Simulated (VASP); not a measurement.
# AgI (P6_3mc) in VASP: relaxation of cell and atoms with PBE+D3(BJ)

Aim: the relaxation of cell and atoms of AgI with PBE+D3(BJ).

Program: VASP 6.6.1. These are calculated values, not measurements. Logs are shortened: lines on timing, memory, paths and dates and some standing lists are left out, and cuts for length are marked.

### Step 1. The cell of the first run

Symmetry: P6_3mc, No. 186, hexagonal system. Conventional cell: a = 4.506 Å, b = 4.506 Å, c = 15.262 Å, α = 90.00°, β = 90.00°, γ = 120.00°. Within 3.8 Å of Ag (site symmetry 3m) lie 4 I at 2.87 to 2.91 Å and 3 Ag at 3.04 Å. Ag (site symmetry 3m) has 4 I at 2.87 to 2.91 Å and 3 Ag at 3.04 Å within 3.8 Å. I (site symmetry 3m) has 4 Ag at 2.87 to 2.91 Å within 3.8 Å. Within 3.8 Å of I (site symmetry 3m) lie 4 Ag at 2.87 to 2.91 Å.

### Step 2. Relaxation of cell and atoms, PBE+D3(BJ)

Contents of INCAR:

```
ALGO = Normal ; EDIFF = 1E-7
EDIFFG = -0.005 ; ENCUT = 500
GGA = PE ; GGA_COMPAT = F
IBRION = 2 ; ISIF = 3
ISMEAR = -1 ; IVDW = 12
LASPH = T ; LCHARG = F
LREAL = F ; LWAVE = F
NELM = 120 ; NELMIN = 4
NSW = 80 ; PREC = Accurate
SIGMA = 0.02
```

Contents of KPOINTS:

```
k-points
0
Gamma
  6 6 2
```

Contents of POSCAR:

```
AgI
1.0
    4.5062758301      0.0000000000      0.0000000000
   -2.2531379150      3.9025493453      0.0000000000
    0.0000000000      0.0000000000     15.2623686100
Ag I
4 4
Direct
    0.0000000000      0.0000000000      0.3234740700
    0.6666666700      0.3333333300      0.4264708600
    0.3333333300      0.6666666700      0.9264708600
    0.0000000000      0.0000000000      0.8234740700
    0.0000000000      0.0000000000      0.0116399200
    0.6666666700      0.3333333300      0.2384151500
    0.3333333300      0.6666666700      0.7384151500
    0.0000000000      0.0000000000      0.5116399200
```

Potentials or basis: VASP PAW PBE potentials, release 64 (Ag, I).

The run is started by

```
cat potpaw_PBE.64/Ag/POTCAR potpaw_PBE.64/I/POTCAR > POTCAR
mpirun -np 1 vasp_std > vasp.out
```

OUTCAR:

```text
EDIFF = 1E-7
   EDIFFG = -0.005
   ENCUT = 500
   GGA = PE
   IBRION = 2
   ISIF = 3
   ISMEAR = -1
   IVDW = 12
   LASPH = T
   LREAL = F
   NELM = 120
   NELMIN = 4
   NSW = 80
   PREC = Accurate
 IVDW          = 12

 ion  position               nearest neighbor table
   1  0.000  0.000  0.323-   8 2.87   6 2.91   6 2.91   6 2.91   2 3.04   2 3.04   2 3.04
   2  0.667  0.333  0.426-   6 2.87   8 2.91   8 2.91   8 2.91   1 3.04   1 3.04   1 3.04
   3  0.333  0.667  0.926-   7 2.87   5 2.91   5 2.91   5 2.91   4 3.04   4 3.04   4 3.04
   4  0.000  0.000  0.823-   5 2.87   7 2.91   7 2.91   7 2.91   3 3.04   3 3.04   3 3.04
   5  0.000  0.000  0.012-   4 2.87   3 2.91   3 2.91   3 2.91
   6  0.667  0.333  0.238-   2 2.87   1 2.91   1 2.91   1 2.91
   7  0.333  0.667  0.738-   3 2.87   4 2.91   4 2.91   4 2.91
   8  0.000  0.000  0.512-   1 2.87   2 2.91   2 2.91   2 2.91

  LATTYP: Found a hexagonal cell.
 ALAT       =     4.5062758301
 C/A-ratio  =     3.3869139807

  Lattice vectors:

 A1 = (   4.5062758301,   0.0000000000,   0.0000000000)
 A2 = (  -2.2531379150,   3.9025493453,   0.0000000000)
 A3 = (   0.0000000000,   0.0000000000,  15.2623686100)

Analysis of symmetry for initial positions (statically):
=====================================================================
 Subroutine PRICEL returns:
 Original cell was already a primitive cell.

 Routine SETGRP: Setting up the symmetry group for a
 hexagonal supercell.

 Subroutine GETGRP returns: Found 12 space group operations
 (whereof  6 operations were pure point group operations)
 out of a pool of 24 trial point group operations.

The static configuration has the point symmetry C_3v.
 The point group associated with its full space group is C_6v.

Analysis of symmetry for dynamics (positions and initial velocities):
=====================================================================
 Subroutine PRICEL returns:
 Original cell was already a primitive cell.

 Routine SETGRP: Setting up the symmetry group for a
 hexagonal supercell.

 Subroutine GETGRP returns: Found 12 space group operations
 (whereof  6 operations were pure point group operations)
 out of a pool of 24 trial point group operations.

The dynamic configuration has the point symmetry C_3v.
 The point group associated with its full space group is C_6v.

 Subroutine INISYM returns: Found 12 space group operations
 (whereof  6 operations are pure point group operations),
 and found     1 'primitive' translations

----------------------------------------------------------------------------------------

                                     Primitive cell

  volume of cell :     268.4035

  direct lattice vectors                    reciprocal lattice vectors
     4.506275830  0.000000000  0.000000000     0.221912736  0.128121378  0.000000000
    -2.253137915  3.902549345  0.000000000     0.000000000  0.256242756  0.000000000
     0.000000000  0.000000000 15.262368610     0.000000000  0.000000000  0.065520630

  length of vectors
     4.506275830  4.506275830 15.262368610     0.256242756  0.256242756  0.065520630

  position of ions in fractional coordinates (direct lattice)
     0.000000000  0.000000000  0.323474070
     0.666666670  0.333333330  0.426470860
     0.333333330  0.666666670  0.926470860
     0.000000000  0.000000000  0.823474070
     0.000000000  0.000000000  0.011639920
     0.666666670  0.333333330  0.238415150
     0.333333330  0.666666670  0.738415150
     0.000000000  0.000000000  0.511639920

  ion indices of the primitive-cell ions
   primitive index   ion index
                 1           1
                 2           2
                 3           3
                 4           4
                 5           5
                 6           6
                 7           7
                 8           8

----------------------------------------------------------------------------------------

 KPOINTS: k-points

Automatic generation of k-mesh.
 Grid dimensions read from file:
 generate k-points for:    6    6    2

 Generating k-lattice:

  Cartesian coordinates                     Fractional coordinates (reciprocal lattice)
     0.036985456  0.021353563  0.000000000     0.166666667  0.000000000  0.000000000
     0.000000000  0.042707126  0.000000000     0.000000000  0.166666667  0.000000000
     0.000000000  0.000000000  0.032760315     0.000000000  0.000000000  0.500000000

  Length of vectors
     0.042707126  0.042707126  0.032760315

  Shift w.r.t. Gamma in fractional coordinates (k-lattice)
     0.000000000  0.000000000  0.000000000

 Subroutine IBZKPT returns following result:
 ===========================================

 Found     14 irreducible k-points:

 Following reciprocal coordinates:
            Coordinates               Weight
  0.000000  0.000000  0.000000      1.000000
  0.166667  0.000000  0.000000      6.000000
  0.333333  0.000000  0.000000      6.000000
  0.500000 -0.000000  0.000000      3.000000
  0.166667  0.166667  0.000000      6.000000
  0.333333  0.166667  0.000000     12.000000
  0.333333  0.333333  0.000000      2.000000
  0.000000  0.000000  0.500000      1.000000
  0.166667  0.000000  0.500000      6.000000
  0.333333  0.000000  0.500000      6.000000
  0.500000 -0.000000  0.500000      3.000000
  0.166667  0.166667  0.500000      6.000000
  0.333333  0.166667  0.500000     12.000000
  0.333333  0.333333  0.500000      2.000000
   k-points           NKPTS =     14   k-points in BZ     NKDIM =     14   number of bands    NBANDS=     43
   number of dos      NEDOS =    301   number of ions     NIONS =      8
   total plane-waves  NPLWV = 145152
   dimension x,y,z NGX =    36 NGY =   36 NGZ =  112
   dimension x,y,z NGXF=    72 NGYF=   72 NGZF=  224
   ions per type =               4   4
   NGX,Y,Z   is equivalent  to a cutoff of  13.28, 13.28, 12.20 a.u.
   NGXF,Y,Z  is equivalent  to a cutoff of  26.56, 26.56, 24.40 a.u.
 SYSTEM =  unknown system
   PREC   = accura    normal or accurate (medium, high low for compatibility)
   ISTART =      0    job   : 0-new  1-cont  2-samecut
   ICHARG =      2    charge: 1-file 2-atom 10-const
   ISPIN  =      1    spin polarized calculation?
   LNONCOLLINEAR =      F non collinear calculations
   LSORBIT =      F    spin-orbit coupling
   LASPH  =      T    aspherical Exc in radial PAW
   ENCUT  =  500.0 eV  36.75 Ry    6.06 a.u.   8.22  8.22 27.83*2*pi/ulx,y,z
   NELM   =    120;   NELMIN=  4; NELMDL= -5     # of ELM steps
   EDIFF  = 0.1E-06   stopping-criterion for ELM
   LREAL  =      F    real-space projection
   EDIFFG = -.5E-02   stopping-criterion for IOM
   NSW    =     80    number of steps for IOM
   IBRION =      2    ionic relax: 0-MD 1-quasi-New 2-CG
   NFREE  =      1    steps in history (QN), initial steepest desc. (CG)
   ISIF   =      3    stress and relaxation
   ISYM   =      2    0-nonsym 1-usesym 2-fastsym
   POTIM  = 0.5000    time-step for ionic-motion
   TEBEG  =    0.0;   TEEND  =   0.0 temperature during run
   PSTRESS=    0.0 pullay stress
   NELECT =      72.0000    total number of electrons
   NUPDOWN=      -1.0000    fix difference up-down
   EMIN   =  10.00;   EMAX   =-10.00  energy-range for DOS
   EFERMI =   0.00;   METHOD = LEGACY
   ISMEAR =    -1;   SIGMA  =   0.02  broadening in eV -4-tet -1-fermi 0-gaus
   EFERMI_NEDOS =   21; number of points for ismear=-14 and -15
   IALGO  =     38    algorithm
   IMIX   =      4    mixing-type and parameters
     AMIX     =   0.40;   BMIX     =  1.00
     AMIX_MAG =   1.60;   BMIX_MAG =  1.00
  volume/ion in A,a.u.               =      33.55       226.41
  Fermi-wavevector in a.u.,A,eV,Ry     =   1.055819  1.995209 15.167156  1.114755
  Thomas-Fermi vector in A             =   2.191032
   LORBIT       =      0    0 simple, 1 ext, 2 COOP (PROOUT), +10 PAW based schemes
   GGA     = PE    functional components
   LHFCALC =     F    Hartree Fock is set to
   AEXX    =    0.0000 exact exchange contribution
   IVDW    =    12    specifies the selected vdW correction
   LEPSILON=     F    determine dielectric tensor
   LRPA    =     F    only Hartree local field effects (RPA)
 conjugate gradient relaxation of ions
 non-spin polarized calculation
  energy-cutoff  :      500.00
  volume of cell :      268.40
 maximum number of plane-waves:      6854
 NGX is ok and might be reduce to    36
   NGX = 17   NGY = 17   NGZ = 55

--------------------------------------- Ionic step        1  -------------------------------------------

 number of electron      71.9999992 magnetization

 Free energy of the ion-electron system (eV)
  ---------------------------------------------------
  ext. energy  EPLUGINS =         0.00000000
  ---------------------------------------------------
  free energy    TOTEN  =       -18.99935456 eV

  energy without entropy =      -18.99935456  energy(sigma->0) =      -18.99935456

------------------------ aborting loop because EDIFF is reached ----------------------------------------

 Edisp (eV)   -2.68504

 E8    (eV) :    -1.1800

  FORCE on cell =-STRESS in cart. coord.  units (eV):
  Direction    XX          YY          ZZ          XY          YZ          ZX
  --------------------------------------------------------------------------------------
  -------------------------------------------------------------------------------------
  Total      -1.79493    -1.79493    -1.42921    -0.00000     0.00000     0.00000
  in kB     -10.71446   -10.71446    -8.53137    -0.00000     0.00000     0.00000
  external pressure =       -9.99 kB  Pullay stress =        0.00 kB
[... 115 lines left out ...]
  FREE ENERGIE OF THE ION-ELECTRON SYSTEM (eV)
  ---------------------------------------------------
  free  energy   TOTEN  =       -21.7120903420 eV

  energy  without entropy=      -21.7120903420  energy(sigma->0) =      -21.71209034

[... ionic steps 4 to 16 ...]

--------------------------------------- Ionic step       17  -------------------------------------------

 number of electron      72.0000022 magnetization

------------------------ aborting loop because EDIFF is reached ----------------------------------------

 Edisp (eV)   -2.90438

 E8    (eV) :    -1.2782
[... 81 lines left out ...]
  energy  without entropy=      -21.7573414283  energy(sigma->0) =      -21.75734143

--------------------------------------- Ionic step       19  -------------------------------------------

 number of electron      72.0000022 magnetization

 Free energy of the ion-electron system (eV)
  ---------------------------------------------------
  ext. energy  EPLUGINS =         0.00000000
  ---------------------------------------------------
  free energy    TOTEN  =       -18.85098851 eV

  energy without entropy =      -18.85098851  energy(sigma->0) =      -18.85098851

 E-fermi :   4.2136     XC(G=0):  -8.9745

 val. band max:        3.7600673475   @ k =   0.0000   0.0000   0.0000
 cond. band min:       5.2062032027   @ k =   0.0000   0.0000   0.0000
 fundamental gap:      1.4461358552
 Fermi energy:         4.2135958838

 k-point     1 :       0.0000    0.0000    0.0000
  band No.  band energies     occupation
      1      -8.8930      2.00000
      2      -8.7330      2.00000
      3      -8.6057      2.00000
      4      -8.4245      2.00000
      5      -0.9004      2.00000
      6      -0.7474      2.00000
[... 672 lines left out ...]
  FREE ENERGIE OF THE ION-ELECTRON SYSTEM (eV)
  ---------------------------------------------------
  free  energy   TOTEN  =       -21.7573629251 eV

  energy  without entropy=      -21.7573629251  energy(sigma->0) =      -21.75736293

 reached required accuracy - stopping structural energy minimisation
```

Wall time 44 min (1 thread of Intel Xeon Platinum 8259CL at 2.50GHz (Skylake/Cascade Lake), shared host); peak memory 0.48 GiB.

What came out:

* Free energy: -21.7574 eV
* Relaxed volume: 31.10 Å³/atom
* Relaxed cell: a = 4.435 Å, b = 4.435 Å, c = 14.608 Å, α = 90.00°, β = 90.00°, γ = 120.00°
* Space group after relaxing (to 0.1 Å): P6_3mc (No. 186)
* Energy gained by relaxing: 9.1 meV/atom
* Ionic steps: 19
* Pressure after relaxing: 0.0 GPa
* Band gap on the k mesh: 1.45 eV
* Dispersion energy per atom: -0.363 eV

Forces on the atoms (eV/Å):
```
Ag   0.000  0.000  0.001
Ag   0.000  0.000 -0.001
Ag   0.000  0.000 -0.001
Ag   0.000  0.000  0.001
I    0.000  0.000  0.002
I    0.000  0.000 -0.003
I    0.000  0.000 -0.003
I    0.000  0.000  0.002
```

The path:
| step | energy change (eV) | largest force (eV/Å) | pressure (GPa) | volume (Å³) |
| --- | --- | --- | --- | --- |
| 1 | 0.0000 | 0.0498 | -1.00 | 268.40 |
| 2 | -0.0276 | 0.2126 | -0.02 | 260.36 |
| 3 | -0.0277 | 0.2236 | 0.04 | 259.95 |
| 4 | -0.0369 | 0.1738 | 0.02 | 258.50 |
| 5 | -0.0436 | 0.0661 | 0.01 | 254.96 |
| 6 | -0.0516 | 0.0478 | -0.02 | 253.57 |
| 7 | -0.0660 | 0.0487 | -0.08 | 249.38 |
| 8 | -0.0669 | 0.0822 | -0.08 | 247.95 |
| 9 | -0.0698 | 0.0491 | 0.29 | 246.59 |
| 10 | -0.0705 | 0.0319 | 0.17 | 247.00 |
| 11 | -0.0717 | 0.0383 | -0.08 | 248.82 |
| 12 | -0.0718 | 0.0373 | -0.01 | 248.49 |
| 13 | -0.0718 | 0.0374 | -0.02 | 248.55 |
| 14 | -0.0723 | 0.0287 | -0.02 | 248.62 |
| 15 | -0.0729 | 0.0143 | 0.02 | 248.83 |
| 16 | -0.0729 | 0.0110 | -0.07 | 249.20 |
| 17 | -0.0729 | 0.0060 | -0.01 | 248.96 |
| 18 | -0.0729 | 0.0053 | -0.01 | 248.97 |
| 19 | -0.0730 | 0.0026 | 0.00 | 248.80 |

Final structure:
```
Ag I
1.0
     4.43465    0.00000    0.00000
    -2.21732    3.84052    0.00000
     0.00000    0.00000   14.60849
Ag I
4 4
Direct
  0.00000 0.00000 0.32144
  0.66667 0.33333 0.42881
  0.33333 0.66667 0.92881
  0.00000 0.00000 0.82144
  0.00000 0.00000 0.01825
  0.66667 0.33333 0.23150
  0.33333 0.66667 0.73150
  0.00000 0.00000 0.51825
```

Caveat: spin-orbit coupling is left out, which moves the levels of the heavy elements.
